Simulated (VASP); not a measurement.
# Al (Fm-3m) in VASP: single point with PBEsol

Aim: the single point of Al with PBEsol.

Everything below comes from runs of VASP 6.6.1. Logs are shortened: lines on timing, memory, paths and dates and some standing lists are left out, and cuts for length are marked.

**1. The cell of the first run**

Symmetry: Fm-3m, No. 225, cubic system. Conventional cell: a = 4.050 Å, b = 4.050 Å, c = 4.050 Å, α = 90.00°, β = 90.00°, γ = 90.00°. Within 3.8 Å of Al (site symmetry m-3m) lie 12 Al at 2.86 Å.

**2. Single point, PBEsol**

INCAR

```
SYSTEM = Al
  PREC = Accurate
  ENCUT = 500
  EDIFF = 1E-6
  ISMEAR = -1
  SIGMA = 0.15
  LREAL = .False.
  LASPH = .True.
  NELM = 120
  ALGO = Normal
  ISIF = 2
  LWAVE = .False.
  LCHARG = .True.
  GGA = PS
  LELF = .True.
  LVHAR = .True.
  NBANDS = 8
  GGA_COMPAT = .False.
```

KPOINTS

```
Automatic mesh
0
Gamma
  12 12 12
  0 0 0
```

POSCAR

```
Al
1.0
    0.0000000000      2.0248050000      2.0248050000
    2.0248050000      0.0000000000      2.0248050000
    2.0248050000      2.0248050000      0.0000000000
Al
1
Direct
    0.0000000000      0.0000000000      0.0000000000
```

Potentials or basis: VASP PAW PBE potentials, release 64 (Al).

Run with:

```sh
$ cat potpaw_PBE.64/Al/POTCAR > POTCAR
$ mpirun -np 1 vasp_std > vasp.out
```

OUTCAR:

```text
SYSTEM = Al
   PREC = Accurate
   ENCUT = 500
   EDIFF = 1E-6
   ISMEAR = -1
   LREAL = .False.
   LASPH = .True.
   NELM = 120
   ISIF = 2
   GGA = PS

 ion  position               nearest neighbor table
   1  0.000  0.000  0.000-

  LATTYP: Found a face centered cubic cell.
 ALAT       =     4.0496100000

  Lattice vectors:

 A1 = (   0.0000000000,   2.0248050000,   2.0248050000)
 A2 = (   2.0248050000,   0.0000000000,   2.0248050000)
 A3 = (   2.0248050000,   2.0248050000,   0.0000000000)

Analysis of symmetry for initial positions (statically):
=====================================================================
 Subroutine PRICEL returns:
 Original cell was already a primitive cell.

 Routine SETGRP: Setting up the symmetry group for a
 face centered cubic supercell.

 Subroutine GETGRP returns: Found 48 space group operations
 (whereof 48 operations were pure point group operations)
 out of a pool of 48 trial point group operations.

The static configuration has the point symmetry O_h .

Analysis of symmetry for dynamics (positions and initial velocities):
=====================================================================
 Subroutine PRICEL returns:
 Original cell was already a primitive cell.

 Routine SETGRP: Setting up the symmetry group for a
 face centered cubic supercell.

 Subroutine GETGRP returns: Found 48 space group operations
 (whereof 48 operations were pure point group operations)
 out of a pool of 48 trial point group operations.

The dynamic configuration has the point symmetry O_h .

 Subroutine INISYM returns: Found 48 space group operations
 (whereof 48 operations are pure point group operations),
 and found     1 'primitive' translations

----------------------------------------------------------------------------------------

                                     Primitive cell

  volume of cell :      16.6027

  direct lattice vectors                    reciprocal lattice vectors
     0.000000000  2.024805000  2.024805000    -0.246937359  0.246937359  0.246937359
     2.024805000  0.000000000  2.024805000     0.246937359 -0.246937359  0.246937359
     2.024805000  2.024805000  0.000000000     0.246937359  0.246937359 -0.246937359

  length of vectors
     2.863506692  2.863506692  2.863506692     0.427708053  0.427708053  0.427708053

  position of ions in fractional coordinates (direct lattice)
     0.000000000  0.000000000  0.000000000

  ion indices of the primitive-cell ions
   primitive index   ion index
                 1           1

----------------------------------------------------------------------------------------

 KPOINTS: Automatic mesh

Automatic generation of k-mesh.
 Grid dimensions read from file:
 generate k-points for:   12   12   12

 Generating k-lattice:

  Cartesian coordinates                     Fractional coordinates (reciprocal lattice)
    -0.020578113  0.020578113  0.020578113     0.083333333  0.000000000  0.000000000
     0.020578113 -0.020578113  0.020578113     0.000000000  0.083333333  0.000000000
     0.020578113  0.020578113 -0.020578113     0.000000000  0.000000000  0.083333333

  Length of vectors
     0.035642338  0.035642338  0.035642338

  Shift w.r.t. Gamma in fractional coordinates (k-lattice)
     0.000000000  0.000000000  0.000000000

 Subroutine IBZKPT returns following result:
 ===========================================

 Found     72 irreducible k-points:

 Following reciprocal coordinates:
            Coordinates               Weight
  0.000000  0.000000  0.000000      1.000000
  0.083333  0.000000  0.000000      8.000000
  0.166667  0.000000  0.000000      8.000000
  0.250000  0.000000  0.000000      8.000000
  0.333333  0.000000  0.000000      8.000000
  0.416667  0.000000  0.000000      8.000000
[... 16 lines left out ...]
  0.500000  0.166667  0.000000     24.000000
 -0.416667  0.166667  0.000000     24.000000
 [... further k-points ...]
   k-points           NKPTS =     72   k-points in BZ     NKDIM =     72   number of bands    NBANDS=      8
   number of dos      NEDOS =    301   number of ions     NIONS =      1
   total plane-waves  NPLWV =  13824
   dimension x,y,z NGX =    24 NGY =   24 NGZ =   24
   dimension x,y,z NGXF=    48 NGYF=   48 NGZF=   48
   ions per type =               1
   NGX,Y,Z   is equivalent  to a cutoff of  13.93, 13.93, 13.93 a.u.
   NGXF,Y,Z  is equivalent  to a cutoff of  27.87, 27.87, 27.87 a.u.
 SYSTEM =  Al
   PREC   = accura    normal or accurate (medium, high low for compatibility)
   ISTART =      0    job   : 0-new  1-cont  2-samecut
   ICHARG =      2    charge: 1-file 2-atom 10-const
   ISPIN  =      1    spin polarized calculation?
   LNONCOLLINEAR =      F non collinear calculations
   LSORBIT =      F    spin-orbit coupling
   LASPH  =      T    aspherical Exc in radial PAW
   ENCUT  =  500.0 eV  36.75 Ry    6.06 a.u.   5.22  5.22  5.22*2*pi/ulx,y,z
   NELM   =    120;   NELMIN=  2; NELMDL= -5     # of ELM steps
   EDIFF  = 0.1E-05   stopping-criterion for ELM
   LREAL  =      F    real-space projection
   EDIFFG = 0.1E-04   stopping-criterion for IOM
   NSW    =      0    number of steps for IOM
   IBRION =     -1    ionic relax: 0-MD 1-quasi-New 2-CG
   NFREE  =      0    steps in history (QN), initial steepest desc. (CG)
   ISIF   =      2    stress and relaxation
   ISYM   =      2    0-nonsym 1-usesym 2-fastsym
   POTIM  = 0.5000    time-step for ionic-motion
   TEBEG  =    0.0;   TEEND  =   0.0 temperature during run
   PSTRESS=    0.0 pullay stress
   NELECT =       3.0000    total number of electrons
   NUPDOWN=      -1.0000    fix difference up-down
   EMIN   =  10.00;   EMAX   =-10.00  energy-range for DOS
   EFERMI =   0.00;   METHOD = LEGACY
   ISMEAR =    -1;   SIGMA  =   0.15  broadening in eV -4-tet -1-fermi 0-gaus
   EFERMI_NEDOS =   21; number of points for ismear=-14 and -15
   IALGO  =     38    algorithm
   IMIX   =      4    mixing-type and parameters
     AMIX     =   0.40;   BMIX     =  1.00
     AMIX_MAG =   1.60;   BMIX_MAG =  1.00
  volume/ion in A,a.u.               =      16.60       112.04
  Fermi-wavevector in a.u.,A,eV,Ry     =   0.925526  1.748991 11.654733  0.856599
  Thomas-Fermi vector in A             =   2.051390
   LORBIT       =      0    0 simple, 1 ext, 2 COOP (PROOUT), +10 PAW based schemes
   GGA     = PS    functional components
   LHFCALC =     F    Hartree Fock is set to
   AEXX    =    0.0000 exact exchange contribution
   IVDW    =     0    specifies the selected vdW correction
   LEPSILON=     F    determine dielectric tensor
   LRPA    =     F    only Hartree local field effects (RPA)
 non-spin polarized calculation
  energy-cutoff  :      500.00
  volume of cell :       16.60
 maximum number of plane-waves:       444
 NGX is ok and might be reduce to    24
   NGX = 11   NGY = 11   NGZ = 11

 number of electron       3.0000000 magnetization

 Free energy of the ion-electron system (eV)
  ---------------------------------------------------
  ext. energy  EPLUGINS =         0.00000000
  ---------------------------------------------------
  free energy    TOTEN  =        -4.11133043 eV

  energy without entropy =       -4.08381485  energy(sigma->0) =       -4.09757264

 E-fermi :   7.8041     XC(G=0): -10.2341

 val. band max:        7.6469579248   @ k =   0.5000   0.2500   0.0833
 cond. band min:       7.8231167932   @ k =  -0.4167   0.4167   0.0833
 fundamental gap:      0.1761588685
 Fermi energy:         7.8040977139

 k-point     1 :       0.0000    0.0000    0.0000
  band No.  band energies     occupation
      1      -3.2015      2.00000
      2      20.4468      0.00000
      3      20.4468      0.00000
      4      20.4468      0.00000
      5      21.8914      0.00000
      6      21.8914      0.00000
      7      21.8914      0.00000
      8      24.3243      0.00000

 k-point     2 :       0.0833    0.0000    0.0000
  band No.  band energies     occupation
      1      -3.0136      2.00000
      2      17.8388      0.00000
      3      19.8715      0.00000
      4      19.8715      0.00000
      5      22.5757      0.00000
      6      22.7526      0.00000
      7      22.7526      0.00000
      8      26.1194      0.00000

 k-point     3 :       0.1667    0.0000    0.0000
  band No.  band energies     occupation
      1      -2.4514      2.00000
      2      14.4938      0.00000
      3      19.1707      0.00000
      4      19.1707      0.00000
      5      22.4012      0.00000
      6      23.8093      0.00000
      7      23.8093      0.00000
      8      25.0689      0.00000

 k-point     4 :       0.2500    0.0000    0.0000
  band No.  band energies     occupation
      1      -1.5193      2.00000
      2      11.3065      0.00000
      3      18.7296      0.00000
      4      18.7296      0.00000
      5      22.1739      0.00000
      6      22.5553      0.00000
      7      22.5553      0.00000
      8      26.5600      0.00000

 k-point     5 :       0.3333    0.0000    0.0000
  band No.  band energies     occupation
      1      -0.2245      2.00000
      2       8.3764      0.04311
      3      18.5907      0.00000
      4      18.5907      0.00000
      5      21.1699      0.00000
      6      21.1699      0.00000
      7      22.1513      0.00000
      8      25.1395      0.00000
[... 177 lines left out ...]
 k-point    22 :       0.4167    0.1667    0.0000
  band No.  band energies     occupation
      1       0.9361      2.00000
      2       8.0710      0.28869
      3      15.1345      0.00000
      4      15.7443      0.00000
      5      17.4650      0.00000
      6      24.5513      0.00000
      7      24.7424      0.00000
      8      27.5477      0.00000

 k-point    23 :       0.5000    0.1667    0.0000
  band No.  band energies     occupation
      1       2.6879      2.00000
      2       5.5600      2.00000
      3      14.0678      0.00000
      4      16.0172      0.00000
      5      17.7974      0.00000
      6      23.7721      0.00000
      7      26.0729      0.00000
      8      28.0697      0.00000

 k-point    24 :      -0.4167    0.1667    0.0000
  band No.  band energies     occupation
      1       3.3454      2.00000
      2       4.7905      2.00000
      3      13.3389      0.00000
      4      16.6106      0.00000
      5      18.4606      0.00000
      6      23.0903      0.00000
      7      25.7896      0.00000
      8      28.7650      0.00000

 [... further k-points ...]

------------------------ aborting loop because EDIFF is reached ----------------------------------------

  FORCE on cell =-STRESS in cart. coord.  units (eV):
  Direction    XX          YY          ZZ          XY          YZ          ZX
  --------------------------------------------------------------------------------------
  -------------------------------------------------------------------------------------
  Total       -0.1893959     -0.1893959     -0.1893959      0.0000000     -0.0000000     -0.0000000
  in kB      -18.2768537    -18.2768537    -18.2768537      0.0000000     -0.0000000     -0.0000000
  external PRESSURE =     -18.2768537 kB  Pullay stress =       0.0000000 kB

 VOLUME and BASIS-vectors are now :
 -----------------------------------------------------------------------------
  energy-cutoff  :      500.00
  volume of cell :       16.60
      direct lattice vectors                 reciprocal lattice vectors
     0.000000000  2.024805000  2.024805000    -0.246937359  0.246937359  0.246937359
     2.024805000  0.000000000  2.024805000     0.246937359 -0.246937359  0.246937359
     2.024805000  2.024805000  0.000000000     0.246937359  0.246937359 -0.246937359

 POSITION                                       TOTAL-FORCE (eV/Angst)
 -----------------------------------------------------------------------------------
      0.00000      0.00000      0.00000         0.000000      0.000000      0.000000
 -----------------------------------------------------------------------------------
    total drift:                               -0.000000      0.000000      0.000000

  FREE ENERGIE OF THE ION-ELECTRON SYSTEM (eV)
  ---------------------------------------------------
  free  energy   TOTEN  =        -4.1113304277 eV

  energy  without entropy=       -4.0838148493  energy(sigma->0) =       -4.09757264
```

Run time: 12 s. Hardware: 1 thread of Intel Xeon 8259CL, shared host; peak memory 0.13 GiB.

What came out:

* Free energy: -4.1113 eV
* Pressure: -1.8 GPa

Caveat: the PAW data sets were made with another functional, which shifts forces and pressure a little.
